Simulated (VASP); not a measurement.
# Mg (R-3m) in VASP: notebook

Mg is run at these levels: PBEsol; tasks: single point.

Program: VASP 6.6.1. These are calculated values, not measurements. Logs are shortened: lines on timing, memory, paths and dates and some standing lists are left out, and cuts for length are marked.

## Step 1: The cell of the first run

It takes space group R-3m (No. 166, trigonal). The conventional cell has a = 4.218 Å, b = 4.218 Å, c = 2.506 Å, α = 90.00°, β = 90.00°, γ = 120.00°. Mg (site symmetry -3m) has 14 Mg at 2.51 to 2.95 Å within 3.3 Å.

## Step 2: Single point, PBEsol (equal xy, yz and zx shear strains of -2 %)

Input file INCAR:

```
ALGO = Normal ; EDIFF = 1E-6
ENCUT = 520 ; GGA = PS
ISIF = 2 ; ISMEAR = -1
LASPH = True ; LCHARG = False
LREAL = False ; LWAVE = False
NBANDS = 7 ; NELM = 80
PREC = Accurate ; SIGMA = 0.05
```

Input file KPOINTS:

```
k-points
0
Gamma
  16 16 16
```

Input file POSCAR:

```
Mg
1.0
   -1.5060300000      1.4765000000      1.4765000000
    1.4765000000     -1.5060300000      1.4765000000
    1.4765000000      1.4765000000     -1.5060300000
Mg
1
Direct
    0.0000000000      0.0000000000      0.0000000000
```

Potentials or basis: VASP PAW PBE potentials, release 64 (Mg).

On the command line:

```bash
$ cat potpaw_PBE.64/Mg/POTCAR > POTCAR
$ mpirun -np 1 vasp_std > vasp.out
```

OUTCAR:

```text
EDIFF = 1E-6
   ENCUT = 520
   GGA = PS
   ISIF = 2
   ISMEAR = -1
   LASPH = True
   LREAL = False
   NELM = 80
   PREC = Accurate

 ion  position               nearest neighbor table
   1  0.000  0.000  0.000-

  LATTYP: Found a trigonal (rhomboedric) cell.
 ALAT       =     2.5745350766
 COS(alpha) =    -0.3420602552

  Lattice vectors:

 A1 = (  -1.5060300000,   1.4765000000,   1.4765000000)
 A2 = (   1.4765000000,  -1.5060300000,   1.4765000000)
 A3 = (   1.4765000000,   1.4765000000,  -1.5060300000)

Analysis of symmetry for initial positions (statically):
=====================================================================
 Subroutine PRICEL returns:
 Original cell was already a primitive cell.

 Routine SETGRP: Setting up the symmetry group for a
 trigonal (rhombohedral) supercell.

 Subroutine GETGRP returns: Found 12 space group operations
 (whereof 12 operations were pure point group operations)
 out of a pool of 12 trial point group operations.

The static configuration has the point symmetry D_3d.

Analysis of symmetry for dynamics (positions and initial velocities):
=====================================================================
 Subroutine PRICEL returns:
 Original cell was already a primitive cell.

 Routine SETGRP: Setting up the symmetry group for a
 trigonal (rhombohedral) supercell.

 Subroutine GETGRP returns: Found 12 space group operations
 (whereof 12 operations were pure point group operations)
 out of a pool of 12 trial point group operations.

The dynamic configuration has the point symmetry D_3d.

 Subroutine INISYM returns: Found 12 space group operations
 (whereof 12 operations are pure point group operations),
 and found     1 'primitive' translations

----------------------------------------------------------------------------------------

                                     Primitive cell

  volume of cell :      12.8715

  direct lattice vectors                    reciprocal lattice vectors
    -1.506030000  1.476500000  1.476500000     0.006842568  0.342128382  0.342128382
     1.476500000 -1.506030000  1.476500000     0.342128382  0.006842568  0.342128382
     1.476500000  1.476500000 -1.506030000     0.342128382  0.342128382  0.006842568

  length of vectors
     2.574535077  2.574535077  2.574535077     0.483890980  0.483890980  0.483890980

  position of ions in fractional coordinates (direct lattice)
     0.000000000  0.000000000  0.000000000

  ion indices of the primitive-cell ions
   primitive index   ion index
                 1           1

----------------------------------------------------------------------------------------

 KPOINTS: k-points

Automatic generation of k-mesh.
 Grid dimensions read from file:
 generate k-points for:   16   16   16

 Generating k-lattice:

  Cartesian coordinates                     Fractional coordinates (reciprocal lattice)
     0.000427660  0.021383024  0.021383024     0.062500000  0.000000000  0.000000000
     0.021383024  0.000427660  0.021383024     0.000000000  0.062500000  0.000000000
     0.021383024  0.021383024  0.000427660     0.000000000  0.000000000  0.062500000

  Length of vectors
     0.030243186  0.030243186  0.030243186

  Shift w.r.t. Gamma in fractional coordinates (k-lattice)
     0.000000000  0.000000000  0.000000000

 Subroutine IBZKPT returns following result:
 ===========================================

 Found    417 irreducible k-points:

 Following reciprocal coordinates:
            Coordinates               Weight
  0.000000  0.000000  0.000000      1.000000
  0.062500  0.000000  0.000000      6.000000
  0.125000  0.000000  0.000000      6.000000
  0.187500  0.000000  0.000000      6.000000
  0.250000  0.000000  0.000000      6.000000
  0.312500  0.000000  0.000000      6.000000
[... 16 lines left out ...]
 -0.125000  0.062500 -0.000000     12.000000
 -0.062500  0.062500  0.000000      6.000000
 [... further k-points ...]
   k-points           NKPTS =    417   k-points in BZ     NKDIM =    417   number of bands    NBANDS=      7
   number of dos      NEDOS =    301   number of ions     NIONS =      1
   total plane-waves  NPLWV =   8000
   dimension x,y,z NGX =    20 NGY =   20 NGZ =   20
   dimension x,y,z NGXF=    40 NGYF=   40 NGZF=   40
   ions per type =               1
   NGX,Y,Z   is equivalent  to a cutoff of  12.91, 12.91, 12.91 a.u.
   NGXF,Y,Z  is equivalent  to a cutoff of  25.83, 25.83, 25.83 a.u.
 SYSTEM =  unknown system
   PREC   = accura    normal or accurate (medium, high low for compatibility)
   ISTART =      0    job   : 0-new  1-cont  2-samecut
   ICHARG =      2    charge: 1-file 2-atom 10-const
   ISPIN  =      1    spin polarized calculation?
   LNONCOLLINEAR =      F non collinear calculations
   LSORBIT =      F    spin-orbit coupling
   LASPH  =      T    aspherical Exc in radial PAW
   ENCUT  =  520.0 eV  38.22 Ry    6.18 a.u.   4.79  4.79  4.79*2*pi/ulx,y,z
   NELM   =     80;   NELMIN=  2; NELMDL= -5     # of ELM steps
   EDIFF  = 0.1E-05   stopping-criterion for ELM
   LREAL  =      F    real-space projection
   EDIFFG = 0.1E-04   stopping-criterion for IOM
   NSW    =      0    number of steps for IOM
   IBRION =     -1    ionic relax: 0-MD 1-quasi-New 2-CG
   NFREE  =      0    steps in history (QN), initial steepest desc. (CG)
   ISIF   =      2    stress and relaxation
   ISYM   =      2    0-nonsym 1-usesym 2-fastsym
   POTIM  = 0.5000    time-step for ionic-motion
   TEBEG  =    0.0;   TEEND  =   0.0 temperature during run
   PSTRESS=    0.0 pullay stress
   NELECT =       2.0000    total number of electrons
   NUPDOWN=      -1.0000    fix difference up-down
   EMIN   =  10.00;   EMAX   =-10.00  energy-range for DOS
   EFERMI =   0.00;   METHOD = LEGACY
   ISMEAR =    -1;   SIGMA  =   0.05  broadening in eV -4-tet -1-fermi 0-gaus
   EFERMI_NEDOS =   21; number of points for ismear=-14 and -15
   IALGO  =     38    algorithm
   IMIX   =      4    mixing-type and parameters
     AMIX     =   0.40;   BMIX     =  1.00
     AMIX_MAG =   1.60;   BMIX_MAG =  1.00
  volume/ion in A,a.u.               =      12.87        86.86
  Fermi-wavevector in a.u.,A,eV,Ry     =   0.880120  1.663185 10.539220  0.774611
  Thomas-Fermi vector in A             =   2.000437
   LORBIT       =      0    0 simple, 1 ext, 2 COOP (PROOUT), +10 PAW based schemes
   GGA     = PS    functional components
   LHFCALC =     F    Hartree Fock is set to
   AEXX    =    0.0000 exact exchange contribution
   IVDW    =     0    specifies the selected vdW correction
   LEPSILON=     F    determine dielectric tensor
   LRPA    =     F    only Hartree local field effects (RPA)
 non-spin polarized calculation
  energy-cutoff  :      520.00
  volume of cell :       12.87
 maximum number of plane-waves:       370
   NGX =  9   NGY =  9   NGZ =  9

 number of electron       2.0000000 magnetization

 Free energy of the ion-electron system (eV)
  ---------------------------------------------------
  ext. energy  EPLUGINS =         0.00000000
  ---------------------------------------------------
  free energy    TOTEN  =        -0.52958269 eV

  energy without entropy =       -0.52752712  energy(sigma->0) =       -0.52855490

 E-fermi :   6.4888     XC(G=0): -10.5775

 val. band max:        6.4595775118   @ k =   0.4375   0.3750   0.0625
 cond. band min:       6.5277410889   @ k =   0.3125   0.3125   0.0625
 fundamental gap:      0.0681635770
 Fermi energy:         6.4887707447

 k-point     1 :       0.0000    0.0000    0.0000
  band No.  band energies     occupation
      1      -3.3347      2.00000
      2      23.6372      0.00000
      3      23.9153      0.00000
      4      23.9153      0.00000
      5      26.8456      0.00000
      6      26.8456      0.00000
      7      27.8971      0.00000

 k-point     2 :       0.0625    0.0000    0.0000
  band No.  band energies     occupation
      1      -3.1956      2.00000
      2      22.8529      0.00000
      3      23.1653      0.00000
      4      23.6530      0.00000
      5      25.3441      0.00000
      6      25.9016      0.00000
      7      28.8267      0.00000

 k-point     3 :       0.1250    0.0000    0.0000
  band No.  band energies     occupation
      1      -2.7803      2.00000
      2      20.2101      0.00000
      3      21.8041      0.00000
      4      23.2260      0.00000
      5      24.6230      0.00000
      6      24.9707      0.00000
      7      29.8803      0.00000

 k-point     4 :       0.1875    0.0000    0.0000
  band No.  band energies     occupation
      1      -2.0955      2.00000
      2      17.2771      0.00000
      3      20.4783      0.00000
      4      22.7375      0.00000
      5      23.5016      0.00000
      6      24.9378      0.00000
      7      30.4284      0.00000

 k-point     5 :       0.2500    0.0000    0.0000
  band No.  band energies     occupation
      1      -1.1517      2.00000
      2      14.4680      0.00000
      3      19.3410      0.00000
      4      22.2765      0.00000
      5      22.5880      0.00000
      6      24.7899      0.00000
      7      30.8835      0.00000

 k-point     6 :       0.3125    0.0000    0.0000
  band No.  band energies     occupation
      1       0.0368      2.00000
      2      11.8414      0.00000
      3      18.4373      0.00000
      4      21.8869      0.00000
      5      21.8953      0.00000
      6      24.4761      0.00000
      7      31.3539      0.00000

 k-point     7 :       0.3750    0.0000    0.0000
  band No.  band energies     occupation
      1       1.4502      2.00000
      2       9.4139      0.00000
      3      17.7844      0.00000
      4      21.3935      0.00000
      5      21.6165      0.00000
      6      24.1141      0.00000
      7      31.8241      0.00000

 k-point     8 :       0.4375    0.0000    0.0000
  band No.  band energies     occupation
      1       3.0463      2.00000
      2       7.2158      0.00000
      3      17.3904      0.00000
      4      21.1009      0.00000
      5      21.4481      0.00000
      6      23.8404      0.00000
      7      32.2051      0.00000

 k-point     9 :       0.5000    0.0000    0.0000
  band No.  band energies     occupation
      1       4.3315      2.00000
      2       5.7312      2.00000
      3      17.2587      0.00000
      4      21.0040      0.00000
      5      21.3920      0.00000
      6      23.7401      0.00000
      7      32.3582      0.00000

 k-point    10 :       0.0625    0.0625   -0.0000
  band No.  band energies     occupation
      1      -2.9128      2.00000
      2      21.4660      0.00000
      3      21.8201      0.00000
      4      23.3875      0.00000
      5      24.3464      0.00000
      6      25.7222      0.00000
      7      28.9268      0.00000

 k-point    11 :       0.1250    0.0625    0.0000
  band No.  band energies     occupation
      1      -2.3574      2.00000
      2      18.6967      0.00000
      3      20.3543      0.00000
      4      22.8979      0.00000
      5      23.8435      0.00000
      6      25.5799      0.00000
      7      29.7289      0.00000
[... 51 lines left out ...]
 k-point    17 :       0.5000    0.0625   -0.0000
  band No.  band energies     occupation
      1       3.9047      2.00000
      2       6.3792      1.79898
      3      16.3488      0.00000
      4      20.8078      0.00000
      5      21.6708      0.00000
      6      24.9352      0.00000
      7      31.6444      0.00000

 k-point    18 :      -0.4375    0.0625    0.0000
  band No.  band energies     occupation
      1       2.2888      2.00000
      2       8.3959      0.00000
      3      16.5494      0.00000
      4      20.9342      0.00000
      5      21.9193      0.00000
      6      25.1196      0.00000
      7      31.1720      0.00000

 k-point    19 :      -0.3750    0.0625    0.0000
  band No.  band energies     occupation
      1       0.7822      2.00000
      2      10.7029      0.00000
      3      16.9988      0.00000
      4      21.2131      0.00000
      5      22.3585      0.00000
      6      25.3884      0.00000
      7      30.5252      0.00000

 k-point    20 :      -0.3125    0.0625    0.0000
  band No.  band energies     occupation
      1      -0.5146      2.00000
      2      13.2048      0.00000
      3      17.6941      0.00000
      4      21.6285      0.00000
      5      22.9707      0.00000
      6      25.6339      0.00000
      7      30.0296      0.00000

 k-point    21 :      -0.2500    0.0625    0.0000
  band No.  band energies     occupation
      1      -1.5758      2.00000
      2      15.8696      0.00000
      3      18.6335      0.00000
      4      22.1583      0.00000
      5      23.6839      0.00000
      6      25.7926      0.00000
      7      29.8763      0.00000

 k-point    22 :      -0.1875    0.0625    0.0000
  band No.  band energies     occupation
      1      -2.3849      2.00000
      2      18.6043      0.00000
      3      19.8401      0.00000
      4      22.7652      0.00000
      5      24.2949      0.00000
      6      26.0603      0.00000
      7      29.9243      0.00000

 k-point    23 :      -0.1250    0.0625   -0.0000
  band No.  band energies     occupation
      1      -2.9295      2.00000
      2      20.8251      0.00000
      3      21.6130      0.00000
      4      23.3628      0.00000
      5      24.7728      0.00000
      6      26.5080      0.00000
      7      29.5739      0.00000

 k-point    24 :      -0.0625    0.0625    0.0000
  band No.  band energies     occupation
      1      -3.2011      2.00000
      2      22.2962      0.00000
      3      23.0321      0.00000
      4      23.7307      0.00000
      5      26.0642      0.00000
      6      26.1010      0.00000
      7      29.1630      0.00000

 [... further k-points ...]

------------------------ aborting loop because EDIFF is reached ----------------------------------------

  FORCE on cell =-STRESS in cart. coord.  units (eV):
  Direction    XX          YY          ZZ          XY          YZ          ZX
  --------------------------------------------------------------------------------------
  -------------------------------------------------------------------------------------
  Total        4.9451405      4.9451405      4.9451405      0.2079192      0.2079192      0.2079192
  in kB      615.5453427    615.5453427    615.5453427     25.8807032     25.8807032     25.8807032
  external PRESSURE =     615.5453427 kB  Pullay stress =       0.0000000 kB

 VOLUME and BASIS-vectors are now :
 -----------------------------------------------------------------------------
  energy-cutoff  :      520.00
  volume of cell :       12.87
      direct lattice vectors                 reciprocal lattice vectors
    -1.506030000  1.476500000  1.476500000     0.006842568  0.342128382  0.342128382
     1.476500000 -1.506030000  1.476500000     0.342128382  0.006842568  0.342128382
     1.476500000  1.476500000 -1.506030000     0.342128382  0.342128382  0.006842568

 POSITION                                       TOTAL-FORCE (eV/Angst)
 -----------------------------------------------------------------------------------
      0.00000      0.00000      0.00000         0.000000     -0.000000      0.000000
 -----------------------------------------------------------------------------------
    total drift:                                0.000000     -0.000000     -0.000000

  FREE ENERGIE OF THE ION-ELECTRON SYSTEM (eV)
  ---------------------------------------------------
  free  energy   TOTEN  =        -0.5295826896 eV

  energy  without entropy=       -0.5275271196  energy(sigma->0) =       -0.52855490
```

It took 21 s on 1 thread of AMD EPYC 7R43 (Zen 3), shared host; peak memory 0.12 GiB.

What came out:

```yaml
Free_energy: -0.5296 eV
Pressure: 61.6 GPa
Band_gap_on_the_k_mesh: zero (bands 1 and 2 overlap by 4.99 eV)
```

Stress tensor (GPa, compression positive):
```
61.55  2.59  2.59
 2.59 61.55  2.59
 2.59  2.59 61.55
```

Caveat: the cell differs from its parent crystal (equal xy, yz and zx shear strains of -2 %); the cell stands under pressure; the PAW data sets were made with another functional, which shifts forces and pressure a little.

## Step 3: Single point, PBEsol (equal xy, yz and zx shear strains of +1 %)

Input file INCAR:

```
  PREC = Accurate
  ENCUT = 520
  EDIFF = 1E-7
  ISMEAR = -1
  SIGMA = 0.05
  LREAL = False
  LASPH = True
  NELM = 80
  ALGO = Normal
  ISIF = 2
  LWAVE = False
  LCHARG = False
  GGA = PS
  NBANDS = 7
```

Input file KPOINTS:

```
regular mesh
0
Gamma
  16 16 16
```

Input file POSCAR:

```
Mg
1.0
   -1.4617350000      1.4765000000      1.4765000000
    1.4765000000     -1.4617350000      1.4765000000
    1.4765000000      1.4765000000     -1.4617350000
Mg
1
Direct
    0.0000000000      0.0000000000      0.0000000000
```

Potentials or basis: VASP PAW PBE potentials, release 64 (Mg).

On the command line:

```bash
$ cat potpaw_PBE.64/Mg/POTCAR > POTCAR
$ mpirun -np 1 vasp_std > vasp.out
```

It took 21 s on 1 thread of AMD EPYC 7R43 (Zen 3), shared host; peak memory 0.12 GiB.

The run converged. Its results:

```yaml
Free_energy: -0.5353 eV
Pressure: 61.5 GPa
Band_gap_on_the_k_mesh: zero (bands 1 and 2 overlap by 4.91 eV)
```

Stress tensor (GPa, compression positive):
```
61.45 -1.18 -1.18
-1.18 61.45 -1.18
-1.18 -1.18 61.45
```

Levels at points of the mesh, in eV from the Fermi level:
| k point | band 1 | band 2 | band 3 | band 4 | band 5 | band 6 |
| --- | --- | --- | --- | --- | --- | --- |
| (0.00, 0.00, 0.00) | -9.83 | 17.32 | 17.32 | 17.56 | 20.23 | 20.23 |
| (0.50, 0.00, 0.00) | -2.39 | -0.99 | 10.89 | 14.73 | 15.19 | 17.59 |
| (0.50, 0.50, 0.00) | -2.24 | -0.84 | 10.79 | 14.39 | 15.19 | 17.38 |
| (0.50, 0.50, 0.50) | 3.91 | 3.91 | 6.15 | 6.15 | 6.21 | 15.68 |

Caveat: the cell differs from its parent crystal (equal xy, yz and zx shear strains of +1 %); the cell stands under pressure; the PAW data sets were made with another functional, which shifts forces and pressure a little.

The gap in the log of VASP goes by the Fermi energy; the results here count the filled bands.